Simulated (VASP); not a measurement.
# BiO4 in VASP: further runs, part 2 of 2

VASP 6.6.1.

## (3) Single point, PBE

This run uses another cell than the first one, of 14.68 Å³/atom, 0.987 times its volume.

INCAR

```
  ALGO = Normal
  EDIFF = 1E-6
  ENCUT = 520
  GGA = PE
  ISIF = 2
  ISMEAR = 0
  LASPH = True
  LCHARG = False
  LREAL = False
  LWAVE = False
  NBANDS = 28
  NELM = 100
  PREC = Accurate
  SIGMA = 0.1
```

KPOINTS

```
k-points
0
Gamma
  12 12 10
```

POSCAR

```
BiO4
1.0
    4.5149091284      0.0000000000      0.0000000000
   -2.2574545642      3.9100260009      0.0000000000
    0.0000000000      0.0000000000      4.1583540487
Bi O
1 4
Direct
    0.0000000000      0.0000000000      0.5000000000
    0.5000000000      0.0000000000      0.5000000000
    0.0000000000      0.5000000000      0.5000000000
    0.5000000000      0.5000000000      0.5000000000
    0.0000000000      0.0000000000      0.0000000000
```

Potentials or basis: VASP PAW PBE potentials, release 64 (Bi_d, O).

Command:

```bash
> cat potpaw_PBE.64/Bi_d/POTCAR potpaw_PBE.64/O/POTCAR > POTCAR
> mpirun -np 1 vasp_std > vasp.out
```

OUTCAR:

```text
EDIFF = 1E-6
   ENCUT = 520
   GGA = PE
   ISIF = 2
   ISMEAR = 0
   LASPH = True
   LREAL = False
   NELM = 100
   PREC = Accurate

 ion  position               nearest neighbor table
   1  0.000  0.000  0.500-   5 2.08   5 2.08   3 2.26   4 2.26   3 2.26   4 2.26   2 2.26   2 2.26

   2  0.500  0.000  0.500-   1 2.26   1 2.26
   3  0.000  0.500  0.500-   1 2.26   1 2.26
   4  0.500  0.500  0.500-   1 2.26   1 2.26
   5  0.000  0.000  0.000-   1 2.08   1 2.08

  LATTYP: Found a hexagonal cell.
 ALAT       =     4.5149091284
 C/A-ratio  =     0.9210271858

  Lattice vectors:

 A1 = (   4.5149091284,   0.0000000000,   0.0000000000)
 A2 = (  -2.2574545642,   3.9100260009,   0.0000000000)
 A3 = (   0.0000000000,   0.0000000000,   4.1583540487)

Analysis of symmetry for initial positions (statically):
=====================================================================
 Subroutine PRICEL returns:
 Original cell was already a primitive cell.

 Routine SETGRP: Setting up the symmetry group for a
 hexagonal supercell.

[... 168 lines left out ...]
  ---------------------------------------------------
  free energy    TOTEN  =       -21.70383351 eV

  energy without entropy =      -21.67388918  energy(sigma->0) =      -21.68886134

 E-fermi :   1.2311     XC(G=0):  -9.5067

 val. band max:        1.2289451053   @ k =   0.1667   0.1667   0.4000
 cond. band min:       1.2313901528   @ k =   0.3333  -0.0000   0.3000
 fundamental gap:      0.0024450474
 Fermi energy:         1.2310723050

 k-point     1 :       0.0000    0.0000    0.0000
  band No.  band energies     occupation
      1     -21.0463      2.00000
      2     -20.5951      2.00000
      3     -20.5951      2.00000
      4     -20.3113      2.00000
      5     -20.3113      2.00000
      6     -17.7061      2.00000
[... 733 lines left out ...]
     27      13.5879      0.00000
     28      16.3188      0.00000

 [... further k-points ...]
[... 5 lines left out ...]
  --------------------------------------------------------------------------------------
  -------------------------------------------------------------------------------------
  Total        0.0775321      0.0775321      0.1272250      0.0000000      0.0000000      0.0000000
  in kB        1.6921628      1.6921628      2.7767262      0.0000000      0.0000000      0.0000000
  external PRESSURE =       2.0536839 kB  Pullay stress =       0.0000000 kB

 VOLUME and BASIS-vectors are now :
 -----------------------------------------------------------------------------
  energy-cutoff  :      520.00
  volume of cell :       73.41
      direct lattice vectors                 reciprocal lattice vectors
     4.514909128  0.000000000  0.000000000     0.221488400  0.127876387  0.000000000
    -2.257454564  3.910026001  0.000000000     0.000000000  0.255752775  0.000000000
     0.000000000  0.000000000  4.158354049     0.000000000  0.000000000  0.240479764

 POSITION                                       TOTAL-FORCE (eV/Angst)
 -----------------------------------------------------------------------------------
      0.00000      0.00000      2.07918        -0.000000      0.000000      0.000000
      2.25745      0.00000      2.07918         0.000000      0.000000      0.000000
     -1.12873      1.95501      2.07918        -0.000000      0.000000      0.000000
      1.12873      1.95501      2.07918        -0.000000      0.000000      0.000000
      0.00000      0.00000      0.00000        -0.000000      0.000000      0.000000
 -----------------------------------------------------------------------------------
    total drift:                               -0.000000     -0.000000      0.000000

  FREE ENERGIE OF THE ION-ELECTRON SYSTEM (eV)
  ---------------------------------------------------
  free  energy   TOTEN  =       -21.7038335081 eV

  energy  without entropy=      -21.6738891762  energy(sigma->0) =      -21.68886134
```

stdout:

```text
POSCAR found type information on POSCAR BiO
 POSCAR found :  2 types and       5 ions
 scaLAPACK will be used
 LDA part: xc-table for (Slater+PW92), standard interpolation
 POSCAR, INCAR and KPOINTS ok, starting setup
 FFT: planning ... GRIDC
 FFT: planning ... GRID_SOFT
 FFT: planning ... GRID
 WAVECAR not read
 entering main loop
```

Run time: 93 s. Hardware: 1 thread of Intel Xeon 6975P-C (Granite Rapids), shared host; peak memory 0.33 GiB.

What came out:

| Property | Result |
| --- | --- |
| Free energy | -21.7038 eV |
| Pressure | 0.2 GPa |

Stress tensor (GPa, compression positive):
```
0.17 0.00 0.00
0.00 0.17 0.00
0.00 0.00 0.28
```

Levels at points of the mesh, in eV from the Fermi level:
```csv
k point,band 16,band 17,band 18,band 19,band 20,band 21,band 22,band 23,band 24,band 25
"(0.00, 0.00, 0.00)",-0.60,-0.60,-0.32,-0.23,-0.23,1.50,1.50,8.23,11.65,11.65
"(0.50, 0.00, 0.00)",-1.37,-1.04,-0.84,-0.59,-0.21,1.33,1.45,7.31,10.26,10.51
"(0.00, 0.00, 0.50)",-0.58,-0.35,-0.35,-0.32,1.48,1.48,2.08,8.10,10.46,10.46
"(0.50, 0.00, 0.50)",-1.20,-1.20,-1.03,0.01,0.17,1.33,3.82,6.18,7.13,9.21
```

Caveat: spin-orbit coupling is left out, which moves the levels of the heavy elements; an odd number of electrons without spin polarisation forces a metal; a magnetic or distorted state may lie lower.

## (4) Relaxation of cell and atoms, PBE

INCAR

```
SYSTEM = BiO4
ALGO = Normal ; EDIFF = 1E-7
EDIFFG = -0.01 ; ENCUT = 600
GGA = PE ; IBRION = 2
ISIF = 3 ; ISMEAR = 0
LASPH = .True. ; LCHARG = .False.
LREAL = .False. ; LWAVE = .False.
NELM = 80 ; NSW = 100
PREC = Accurate ; SIGMA = 0.1
```

KPOINTS

```
k-points
0
Gamma
  12 12 10
  0 0 0
```

POSCAR, as its differences from that of step 3:

```diff
@@ -2,5 +2,5 @@
 1.0
-    4.5149091284      0.0000000000      0.0000000000
-   -2.2574545642      3.9100260009      0.0000000000
-    0.0000000000      0.0000000000      4.1583540487
+    4.5221408083      0.0000000000      0.0000000000
+   -2.2610704042      3.9162888195      0.0000000000
+    0.0000000000      0.0000000000      4.2007801765
 Bi O
```

Command:

```bash
> cat potpaw_PBE.64/Bi_d/POTCAR potpaw_PBE.64/O/POTCAR > POTCAR
> mpirun -np 1 vasp_std > vasp.out
```

It took 4.2 min on 1 thread of Intel Xeon 6975P-C (Granite Rapids), shared host; peak memory 0.35 GiB.

It converged, with:

| Item | Value |
| --- | --- |
| Free energy | -21.7102 eV |
| Relaxed volume | 14.70 Å³/atom |
| Relaxed cell | a = 4.517 Å, b = 4.517 Å, c = 4.160 Å, α = 90.00°, β = 90.00°, γ = 120.00° |
| Space group after relaxing (to 0.05 Å) | P6/mmm (No. 191) |
| Energy gained by relaxing | 1.0 meV/atom |
| Ionic steps | 4 |
| Pressure after relaxing | 0.0 GPa |

Stress tensor (GPa, compression positive):
```
-0.08  0.00  0.00
 0.00 -0.08  0.00
 0.00  0.00  0.04
```

The path:
```csv
step,energy change (eV),largest force (eV/Å),pressure (GPa),volume (Å³)
1,0.0000,0.0000,-1.04,74.40
2,-0.0050,0.0000,0.18,73.36
3,-0.0050,0.0000,0.12,73.41
4,-0.0051,0.0000,-0.04,73.50
```

Final structure:
```
Bi O
1.0
     4.51684    0.00000    0.00000
    -2.25842    3.91170    0.00000
     0.00000    0.00000    4.16007
Bi O
1 4
Direct
  0.00000 0.00000 0.50000
  0.50000 0.00000 0.50000
  0.00000 0.50000 0.50000
  0.50000 0.50000 0.50000
  0.00000 0.00000 0.00000
```

Levels at points of the mesh, in eV from the Fermi level:
```
           k point  band 17  band 18  band 19  band 20  band 21  band 22  band 23
(0.00, 0.00, 0.00)    -0.60    -0.32    -0.23    -0.23     1.49     1.49     8.23
(0.50, 0.00, 0.00)    -1.04    -0.84    -0.59    -0.21     1.32     1.44     7.30
(0.00, 0.00, 0.50)    -0.35    -0.35    -0.32     1.48     1.48     2.07     8.08
(0.50, 0.00, 0.50)    -1.20    -1.03     0.01     0.17     1.32     3.80     6.17
```

Caveat: spin-orbit coupling is left out, which moves the levels of the heavy elements; an odd number of electrons without spin polarisation forces a metal; a magnetic or distorted state may lie lower.

## (5) Summary

| task | cell | k mesh | cutoff (eV) | gap on the mesh (eV) | pressure (GPa) |
| --- | --- | --- | --- | --- | --- |
| single point | a = 4.522, b = 4.522, c = 4.201 Å, angles 90.0, 90.0, 120.0°, 5 atoms | 6 × 6 × 4 | 520 | none | 0.3 |
| single point | a = 4.515, b = 4.515, c = 4.158 Å, angles 90.0, 90.0, 120.0°, 5 atoms | 12 × 12 × 10 | 520 | none | 0.2 |
| relaxation of cell and atoms | relaxed from a = 4.522, b = 4.522, c = 4.201 Å, angles 90.0, 90.0, 120.0°, 5 atoms | 12 × 12 × 10 | 600 | none | 0.0 |

Alike in all rows: level PBE; potentials or basis VASP PAW PBE potentials, release 64 (Bi_d, O); no spin polarisation; smearing gaussian 0.1 eV.

Caveats: some runs use coarse meshes; spin-orbit coupling is left out, which moves the levels of the heavy elements; an odd number of electrons without spin polarisation forces a metal; a magnetic or distorted state may lie lower.

Absolute energies hang on the potentials; compare differences alone.
